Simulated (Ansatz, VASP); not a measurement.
One calculation of HfN, two programs

The input INCAR:

```
PREC = Accurate
ENCUT = 520
EDIFF = 1E-8
ISMEAR = -1
SIGMA = 0.03
LREAL = F
LASPH = T
NELM = 60
ALGO = Normal
ISIF = 2
LWAVE = F
LCHARG = F
GGA = CA
LEFG = T
NBANDS = 14
```

KPOINTS

```
Automatic mesh
0
Gamma
  10 10 10
```

File POSCAR:

```
HfN
1.0
    0.0451800000      2.2815900000      2.2815900000
    2.2815900000      0.0451800000      2.2815900000
    2.2815900000      2.2815900000      0.0451800000
Hf N
1 1
Direct
    0.0000000000      0.0000000000      0.0000000000
    0.5000000000      0.5000000000      0.5000000000
```

Input for Ansatz:

```yaml
crystal:
  lattice:
    - [0.04518, 2.28159, 2.28159]
    - [2.28159, 0.04518, 2.28159]
    - [2.28159, 2.28159, 0.04518]
  atoms:
    - { symbol: Hf, position: [0.0, 0.0, 0.0] }
    - { symbol: "N", position: [0.5, 0.5, 0.5] }
kpoints:
  mp_grid: { grid: [10, 10, 10] }
scf:
  occupations: { method: fermi_dirac, width: 0.03 }
hamiltonian:
  xc: lda
  pseudopotentials: { kind: all_electron, datasets: crystal }
output:
  forces: true
  stress: true
  eigenvalues: true
  efg: { contact_densities: true }
```

Change from the starting cell: equal xy, yz and zx shear strains of +2 %, crystal datasets.

Alike in both runs: task electric field gradients; functional LDA; k mesh 10 × 10 × 10; occupations fermi-dirac, width 0.03 eV; no spin polarisation.

|  | VASP | Ansatz |
| --- | --- | --- |
| version | VASP 6.6.1 | Ansatz 0.2.0 |
| potentials or method | VASP PAW LDA potentials, release 64 (Hf_pv, N), cutoff 520 eV | all-electron PAW with datasets made for the crystal, scalar-relativistic |

VASP gave:

- pressure (GPa): -10.5
- traceless stress, the component that is largest in VASP (GPa): -2.25
- size of Vzz on the site where it differs most (V/Å²): 14.4

Task: Estimate Ansatz's values.

Result: Pressure (GPa): -9.1; traceless stress, the component that is largest in VASP (GPa): -2.27; size of Vzz on the site where it differs most (V/Å²): 14.8.

LDA's correlation is that of Perdew and Zunger in VASP and of Perdew and Wang (1992) in Ansatz. Ansatz ran all-electron here, and VASP with PAW potentials.

Spin-orbit coupling is off throughout.
